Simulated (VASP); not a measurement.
Cs2SnI6:

```
Cs Sn I
1.0
     0.00000    5.81380    5.81380
     5.81380    0.00000    5.81380
     5.81380    5.81380    0.00000
Cs Sn I
2 1 6
Cartesian
  2.9069 2.9069 2.9069
  8.7207 8.7207 8.7207
  0.0000 0.0000 0.0000
  2.8725 5.8138 5.8138
  5.8138 2.8725 5.8138
  8.7551 5.8138 5.8138
  5.8138 8.7551 5.8138
  5.8138 5.8138 2.8725
  5.8138 5.8138 8.7551
```

Base run:

| Property | Result |
| --- | --- |
| Program | VASP 6.6.1 |
| Functional | LDA |
| Potentials or basis | VASP PAW LDA potentials, release 64 (Cs_sv, Sn_d, I) |
| Cutoff | 400 eV |
| k mesh | 5 × 5 × 5 |
| Occupations | fermi-dirac, width 0.05 eV |
| Spin | no spin polarisation |

Its results: band gap on the k mesh zero (filled and empty bands touch); pressure -1.2 GPa; largest force 0.039 eV/Å.

The run is repeated on the same cell with these changes: functional from LDA to PBEsol; potentials or basis from VASP PAW LDA potentials, release 64 (Cs_sv, Sn_d, I) to VASP PAW PBE potentials, release 64 (Cs_sv, Sn_d, I). What comes out?

Band gap on the k mesh zero (filled and empty bands touch); pressure -0.2 GPa; largest force 0.012 eV/Å.

Caveats: spin-orbit coupling is left out, which moves the levels of the heavy elements; the PAW data sets were made with another functional, which shifts forces and pressure a little (at least some runs).
